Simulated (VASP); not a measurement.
# Cu in VASP: further runs

Runs on Cu. Level: PBE. Tasks: single point, relaxation of cell and atoms.

Program: VASP 6.6.1. These are calculated values, not measurements. Logs are shortened: lines on timing, memory, paths and dates and some standing lists are left out, and cuts for length are marked.

### Step 1. The cell of the first run

The typed cell holds 4 atoms: a = 2.617 Å, b = 4.413 Å, c = 4.424 Å, α = 79.64°, β = 73.01°, γ = 90.06°.

The cell was generated, and may not be a known phase.

### Step 2. Single point, PBE

INCAR

```
PREC = Accurate
ENCUT = 520
EDIFF = 1E-7
ISMEAR = 0
SIGMA = 0.1
LREAL = False
LASPH = True
NELM = 100
ALGO = Normal
ISIF = 2
LWAVE = False
LCHARG = False
GGA = PE
NBANDS = 30
```

KPOINTS

```
regular mesh
0
Gamma
  8 4 4
```

POSCAR

```
Cu
1.0
    2.5900849203     -0.3045619764     -0.2226911194
    0.5269886392      4.3773700840      0.1959073530
    1.7039862101      0.4153993224      4.0610179981
Cu
4
Direct
    0.5744901382      0.7160290309      0.0832832813
    1.0743144672      0.2160344173      0.0832748409
    0.3246658755      0.9659848478      0.5833290007
    0.8244737540      0.4659722144      0.5832917213
```

Potentials or basis: VASP PAW PBE potentials, release 64 (Cu).

On the command line:

```bash
cat potpaw_PBE.64/Cu/POTCAR > POTCAR
mpirun -np 1 vasp_std > vasp.out
```

OUTCAR:

```text
PREC = Accurate
   ENCUT = 520
   EDIFF = 1E-7
   ISMEAR = 0
   LREAL = False
   LASPH = True
   NELM = 100
   ISIF = 2
   GGA = PE

 ion  position               nearest neighbor table
   1  0.574  0.716  0.083-   3 2.55   4 2.55   3 2.56   4 2.56   3 2.56   4 2.56   2 2.56   2 2.56
                             2 2.57   2 2.57
   2  0.074  0.216  0.083-   4 2.55   3 2.55   3 2.56   4 2.56   4 2.56   3 2.56   1 2.56   1 2.56
                             1 2.57   1 2.57
   3  0.325  0.966  0.583-   1 2.55   2 2.55   2 2.56   1 2.56   2 2.56   1 2.56   4 2.56   4 2.56
                             4 2.57   4 2.57
   4  0.824  0.466  0.583-   2 2.55   1 2.55   2 2.56   1 2.56   2 2.56   1 2.56   3 2.56   3 2.56
                             3 2.57   3 2.57

  LATTYP: Found a triclinic cell.
 ALAT       =     4.4332470041
 B/A-ratio  =     0.5904070618
 C/A-ratio  =     0.9955069433
 COS(alpha) =     0.0010268752
 COS(beta)  =     0.1801030345
 COS(gamma) =     0.2988957339

  Lattice vectors:

 A1 = (   0.8860987102,  -0.7199612988,  -4.2837091175)
 A2 = (   2.5900849203,  -0.3045619764,  -0.2226911194)
 A3 = (  -0.5269886392,  -4.3773700840,  -0.1959073530)

Analysis of symmetry for initial positions (statically):
=====================================================================
 Subroutine PRICEL returns:
 Original cell was already a primitive cell.

 Routine SETGRP: Setting up the symmetry group for a
 triclinic supercell.

 Subroutine GETGRP returns: Found  1 space group operations
 (whereof  1 operations were pure point group operations)
 out of a pool of  2 trial point group operations.

The static configuration has the point symmetry C_1 .

Analysis of symmetry for dynamics (positions and initial velocities):
=====================================================================
 Subroutine PRICEL returns:
 Original cell was already a primitive cell.

 Routine SETGRP: Setting up the symmetry group for a
 triclinic supercell.

 Subroutine GETGRP returns: Found  1 space group operations
 (whereof  1 operations were pure point group operations)
 out of a pool of  2 trial point group operations.

The dynamic configuration has the point symmetry C_1 .

 Subroutine INISYM returns: Found  1 space group operations
 (whereof  1 operations are pure point group operations),
 and found     1 'primitive' translations

----------------------------------------------------------------------------------------

                                     Primitive cell

  volume of cell :      47.9945

  direct lattice vectors                    reciprocal lattice vectors
     2.590084920 -0.304561976 -0.222691119     0.368692278 -0.037635295 -0.150852048
     0.526988639  4.377370084  0.195907353     0.023842859  0.227064469 -0.033230665
     1.703986210  0.415399322  4.061017998     0.019067511 -0.013017585  0.239574590

  length of vectors
     2.617420338  4.413328174  4.423572400     0.400133417  0.230718513  0.240684465

  position of ions in fractional coordinates (direct lattice)
     0.574490138  0.716029031  0.083283281
     0.074314467  0.216034417  0.083274841
     0.324665876  0.965984848  0.583329001
     0.824473754  0.465972214  0.583291721

  ion indices of the primitive-cell ions
   primitive index   ion index
                 1           1
                 2           2
                 3           3
                 4           4

----------------------------------------------------------------------------------------

 KPOINTS: regular mesh

Automatic generation of k-mesh.
 Grid dimensions read from file:
 generate k-points for:    8    4    4

 Generating k-lattice:

  Cartesian coordinates                     Fractional coordinates (reciprocal lattice)
     0.046086535 -0.004704412 -0.018856506     0.125000000 -0.000000000  0.000000000
     0.005960715  0.056766117 -0.008307666    -0.000000000  0.250000000  0.000000000
     0.004766878 -0.003254396  0.059893647     0.000000000  0.000000000  0.250000000

  Length of vectors
     0.050016677  0.057679628  0.060171116

  Shift w.r.t. Gamma in fractional coordinates (k-lattice)
     0.000000000  0.000000000  0.000000000

 Subroutine IBZKPT returns following result:
 ===========================================

 Found     68 irreducible k-points:

 Following reciprocal coordinates:
            Coordinates               Weight
  0.000000  0.000000  0.000000      1.000000
  0.125000  0.000000  0.000000      2.000000
  0.250000  0.000000  0.000000      2.000000
  0.375000  0.000000  0.000000      2.000000
  0.500000  0.000000  0.000000      1.000000
 -0.000000  0.250000  0.000000      2.000000
[... 16 lines left out ...]
  0.500000 -0.000000  0.250000      2.000000
 -0.375000 -0.000000  0.250000      2.000000
 [... further k-points ...]
   k-points           NKPTS =     68   k-points in BZ     NKDIM =     68   number of bands    NBANDS=     30
   number of dos      NEDOS =    301   number of ions     NIONS =      4
   total plane-waves  NPLWV =  25920
   dimension x,y,z NGX =    20 NGY =   36 NGZ =   36
   dimension x,y,z NGXF=    40 NGYF=   72 NGZF=   72
   ions per type =               4
   NGX,Y,Z   is equivalent  to a cutoff of  12.70, 13.56, 13.53 a.u.
   NGXF,Y,Z  is equivalent  to a cutoff of  25.41, 27.12, 27.06 a.u.
 SYSTEM =  unknown system
   PREC   = accura    normal or accurate (medium, high low for compatibility)
   ISTART =      0    job   : 0-new  1-cont  2-samecut
   ICHARG =      2    charge: 1-file 2-atom 10-const
   ISPIN  =      1    spin polarized calculation?
   LNONCOLLINEAR =      F non collinear calculations
   LSORBIT =      F    spin-orbit coupling
   LASPH  =      T    aspherical Exc in radial PAW
   ENCUT  =  520.0 eV  38.22 Ry    6.18 a.u.   4.87  8.21  8.22*2*pi/ulx,y,z
   NELM   =    100;   NELMIN=  2; NELMDL= -5     # of ELM steps
   EDIFF  = 0.1E-06   stopping-criterion for ELM
   LREAL  =      F    real-space projection
   EDIFFG = 0.1E-05   stopping-criterion for IOM
   NSW    =      0    number of steps for IOM
   IBRION =     -1    ionic relax: 0-MD 1-quasi-New 2-CG
   NFREE  =      0    steps in history (QN), initial steepest desc. (CG)
   ISIF   =      2    stress and relaxation
   ISYM   =      2    0-nonsym 1-usesym 2-fastsym
   POTIM  = 0.5000    time-step for ionic-motion
   TEBEG  =    0.0;   TEEND  =   0.0 temperature during run
   PSTRESS=    0.0 pullay stress
   NELECT =      44.0000    total number of electrons
   NUPDOWN=      -1.0000    fix difference up-down
   EMIN   =  10.00;   EMAX   =-10.00  energy-range for DOS
   EFERMI =   0.00;   METHOD = LEGACY
   ISMEAR =     0;   SIGMA  =   0.10  broadening in eV -4-tet -1-fermi 0-gaus
   EFERMI_NEDOS =   21; number of points for ismear=-14 and -15
   IALGO  =     38    algorithm
   IMIX   =      4    mixing-type and parameters
     AMIX     =   0.40;   BMIX     =  1.00
     AMIX_MAG =   1.60;   BMIX_MAG =  1.00
  volume/ion in A,a.u.               =      12.00        80.97
  Fermi-wavevector in a.u.,A,eV,Ry     =   1.590359  3.005343 34.412436  2.529243
  Thomas-Fermi vector in A             =   2.689066
   LORBIT       =      0    0 simple, 1 ext, 2 COOP (PROOUT), +10 PAW based schemes
   GGA     = PE    functional components
   LHFCALC =     F    Hartree Fock is set to
   AEXX    =    0.0000 exact exchange contribution
   IVDW    =     0    specifies the selected vdW correction
   LEPSILON=     F    determine dielectric tensor
   LRPA    =     F    only Hartree local field effects (RPA)
 non-spin polarized calculation
 Gauss-broadening in eV      SIGMA  =   0.10
  energy-cutoff  :      520.00
  volume of cell :       47.99
 maximum number of plane-waves:      1312
   NGX =  9   NGY = 17   NGZ = 17

 number of electron      44.0000044 magnetization

 Free energy of the ion-electron system (eV)
  ---------------------------------------------------
  ext. energy  EPLUGINS =         0.00000000
  ---------------------------------------------------
  free energy    TOTEN  =       -14.94175198 eV

  energy without entropy =      -14.93899569  energy(sigma->0) =      -14.94037383

 E-fermi :   7.4141     XC(G=0): -12.6314

 val. band max:        7.2900252516   @ k =  -0.2500   0.2500  -0.0000
 cond. band min:       7.4625239187   @ k =   0.5000   0.5000   0.2500
 fundamental gap:      0.1724986670
 Fermi energy:         7.4140844972

 k-point     1 :       0.0000    0.0000    0.0000
  band No.  band energies     occupation
      1      -1.8388      2.00000
      2       2.4419      2.00000
      3       3.1039      2.00000
      4       3.1042      2.00000
      5       3.6077      2.00000
      6       3.6084      2.00000
[... 22 lines left out ...]
     29      20.4691      0.00000
     30      22.5692      0.00000

 k-point     2 :       0.1250    0.0000    0.0000
  band No.  band energies     occupation
      1      -1.4449      2.00000
      2       2.6319      2.00000
      3       3.2306      2.00000
      4       3.2414      2.00000
      5       3.5650      2.00000
      6       3.7631      2.00000
[... 22 lines left out ...]
     29      19.6527      0.00000
     30      19.8748      0.00000

 k-point     3 :       0.2500    0.0000    0.0000
  band No.  band energies     occupation
      1      -0.3126      2.00000
      2       3.1006      2.00000
      3       3.4127      2.00000
      4       3.4496      2.00000
      5       3.6978      2.00000
      6       3.7030      2.00000
[... 22 lines left out ...]
     29      17.3884      0.00000
     30      19.4175      0.00000

 k-point     4 :       0.3750    0.0000    0.0000
  band No.  band energies     occupation
      1       1.3345      2.00000
      2       3.3764      2.00000
      3       3.3832      2.00000
      4       3.4094      2.00000
      5       3.5618      2.00000
      6       3.6468      2.00000
[... 616 lines left out ...]
     29      17.4709      0.00000
     30      18.1122      0.00000

 k-point    23 :       0.5000   -0.0000    0.2500
  band No.  band energies     occupation
      1       2.6639      2.00000
      2       3.0320      2.00000
      3       3.0410      2.00000
      4       3.3710      2.00000
      5       3.6142      2.00000
      6       3.6157      2.00000
[... 22 lines left out ...]
     29      15.9225      0.00000
     30      17.1069      0.00000

 k-point    24 :      -0.3750   -0.0000    0.2500
  band No.  band energies     occupation
      1       2.2023      2.00000
      2       2.7322      2.00000
      3       3.3671      2.00000
      4       3.4920      2.00000
      5       3.6121      2.00000
      6       3.6394      2.00000
[... 22 lines left out ...]
     29      17.0152      0.00000
     30      17.2306      0.00000

 [... further k-points ...]
[... 5 lines left out ...]
  --------------------------------------------------------------------------------------
  -------------------------------------------------------------------------------------
  Total        0.1591521      0.0911046      0.0660226      0.0117961      0.0147573      0.0495811
  in kB        5.3128977      3.0413013      2.2039995      0.3937827      0.4926346      1.6551414
  external PRESSURE =       3.5193995 kB  Pullay stress =       0.0000000 kB

 VOLUME and BASIS-vectors are now :
 -----------------------------------------------------------------------------
  energy-cutoff  :      520.00
  volume of cell :       47.99
      direct lattice vectors                 reciprocal lattice vectors
     2.590084920 -0.304561976 -0.222691119     0.368692278 -0.037635295 -0.150852048
     0.526988639  4.377370084  0.195907353     0.023842859  0.227064469 -0.033230665
     1.703986210  0.415399322  4.061017998     0.019067511 -0.013017585  0.239574590

 POSITION                                       TOTAL-FORCE (eV/Angst)
 -----------------------------------------------------------------------------------
      2.00723      2.99395      0.35056        -0.000352     -0.000227      0.000801
      0.44823      0.95762      0.36395         0.002113     -0.000743      0.000894
      2.34396      4.37191      2.48585        -0.002430      0.000175     -0.001265
      3.37494      2.03093      2.27644         0.000669      0.000794     -0.000430
 -----------------------------------------------------------------------------------
    total drift:                                0.000005     -0.000749      0.000294

  FREE ENERGIE OF THE ION-ELECTRON SYSTEM (eV)
  ---------------------------------------------------
  free  energy   TOTEN  =       -14.9417519774 eV

  energy  without entropy=      -14.9389956907  energy(sigma->0) =      -14.94037383
```

Run time: 62 s. Hardware: 1 thread of Intel Xeon Platinum 8559C (Emerald Rapids), shared host; peak memory 0.2 GiB.

What came out:

```
Free energy            : -14.9418 eV
Pressure               : 0.4 GPa
Band gap on the k mesh : zero (bands 22 and 23 overlap by 4.38 eV)
```

Forces on the atoms (eV/Å):
```
Cu   0.000  0.000  0.001
Cu   0.002 -0.001  0.001
Cu  -0.002  0.000 -0.001
Cu   0.001  0.001  0.000
```

Stress tensor (GPa, compression positive):
```
0.53 0.04 0.17
0.04 0.30 0.05
0.17 0.05 0.22
```

Caveat: the k points lie up to 0.38 Å⁻¹ apart, too coarse for converged energies and pressures of a metal.

### Step 3. Single point, PBE

This run uses another cell than the first one: it holds 1 atom, not 4.

INCAR

```
SYSTEM = Cu
PREC = Accurate ; ENCUT = 520
EDIFF = 1E-6 ; ISMEAR = 0
SIGMA = 0.1 ; LREAL = .False.
LASPH = .True. ; NELM = 80
ALGO = Normal ; ISIF = 2
LWAVE = .False. ; LCHARG = .False.
GGA = PE ; NBANDS = 12
```

KPOINTS

```
regular mesh
0
Gamma
  8 8 8
  0 0 0
```

POSCAR

```
Cu
1.0
    0.0000000000      1.8171695061      1.8171695061
    1.8171695061      0.0000000000      1.8171695061
    1.8171695061      1.8171695061      0.0000000000
Cu
1
Direct
    0.0000000000      0.0000000000      0.0000000000
```

Potentials or basis: VASP PAW PBE potentials, release 64 (Cu).

On the command line:

```bash
cat potpaw_PBE.64/Cu/POTCAR > POTCAR
mpirun -np 1 vasp_std > vasp.out
```

It took 4 s on 1 thread of Intel Xeon Platinum 8259CL at 2.50GHz (Skylake/Cascade Lake), shared host; peak memory 0.12 GiB.

Results (log left out):

- Free energy: -3.6986 eV
- Pressure: 0.8 GPa
- Band gap on the k mesh: zero (an odd number of electrons rules out a gap without spin polarisation)

Levels at points of the mesh, in eV from the Fermi level:
```tsv
k point	band 4	band 5	band 6	band 7	band 8	band 9
(0.00, 0.00, 0.00)	-2.89	-2.09	-2.09	22.54	25.06	25.06
(0.50, 0.00, 0.00)	-1.54	-1.54	-0.88	3.76	21.04	21.90
(0.50, 0.50, 0.00)	-1.40	-1.40	1.59	7.08	13.03	13.03
```

Caveat: the k points lie up to 0.37 Å⁻¹ apart, too coarse for converged energies and pressures of a metal.

### Step 4. Relaxation of cell and atoms, PBE

This run uses another cell than the first one: it holds 1 atom, not 4.

INCAR

```
SYSTEM = Cu
PREC = Accurate
ENCUT = 600
EDIFF = 1E-6
ISMEAR = 0
SIGMA = 0.1
LREAL = .FALSE.
LASPH = .TRUE.
NELM = 80
ALGO = Normal
ISIF = 3
LWAVE = .FALSE.
LCHARG = .FALSE.
GGA = PE
IBRION = 2
NSW = 90
EDIFFG = -0.04
```

KPOINTS

```
regular mesh
0
G
  8 8 8
  0 0 0
```

POSCAR

```
Cu
1.0
    0.0000000000      1.7887153358      1.7887153358
    1.7887153358      0.0000000000      1.7887153358
    1.7887153358      1.7887153358      0.0000000000
Cu
1
Direct
    0.0000000000      0.0000000000      0.0000000000
```

On the command line:

```bash
cat potpaw_PBE.64/Cu/POTCAR > POTCAR
mpirun -np 1 vasp_std > vasp.out
```

It took 8.6 s on 1 thread of Intel Xeon Platinum 8259CL at 2.50GHz (Skylake/Cascade Lake), shared host; peak memory 0.13 GiB.

Results (log left out):

```
Free energy                           : -3.6988 eV
Relaxed volume                        : 12.08 Å³/atom
Relaxed cell                          : a = 2.575 Å, b = 2.575 Å, c = 2.575 Å, α = 60.00°, β = 60.00°, γ = 60.00°
Space group after relaxing (to 0.1 Å) : Fm-3m (No. 225)
Energy gained by relaxing             : 15.5 meV/atom
Ionic steps                           : 3
Pressure after relaxing               : 0.0 GPa
Band gap on the k mesh                : zero (an odd number of electrons rules out a gap without spin polarisation)
```

Step by step:
| step | energy change (eV) | largest force (eV/Å) | pressure (GPa) | volume (Å³) |
| --- | --- | --- | --- | --- |
| 1 | 0.0000 | 0.0000 | 8.34 | 11.45 |
| 2 | -0.0106 | 0.0000 | -3.96 | 12.46 |
| 3 | -0.0155 | 0.0000 | 0.03 | 12.08 |

Final structure:
```
Cu
1.0
     0.00000    1.82092    1.82092
     1.82092    0.00000    1.82092
     1.82092    1.82092    0.00000
Cu
1
Cartesian
  0.0000 0.0000 0.0000
```

Levels at points of the mesh, in eV from the Fermi level:
| k point | band 3 | band 4 | band 5 | band 6 | band 7 | band 8 | band 9 |
| --- | --- | --- | --- | --- | --- | --- | --- |
| (0.00, 0.00, 0.00) | -2.87 | -2.87 | -2.08 | -2.08 | 22.49 | 24.97 | 24.97 |
| (0.50, 0.00, 0.00) | -2.90 | -1.53 | -1.53 | -0.86 | 3.73 | 21.00 | 21.81 |
| (0.50, 0.50, 0.00) | -1.55 | -1.39 | -1.39 | 1.59 | 7.04 | 12.99 | 12.99 |

Caveat: the k points lie up to 0.37 Å⁻¹ apart in the final cell, too coarse for converged energies and pressures of a metal.

(Continued in part 2 of 2.)

The gap in the log of VASP goes by the Fermi energy; the results here count the filled bands.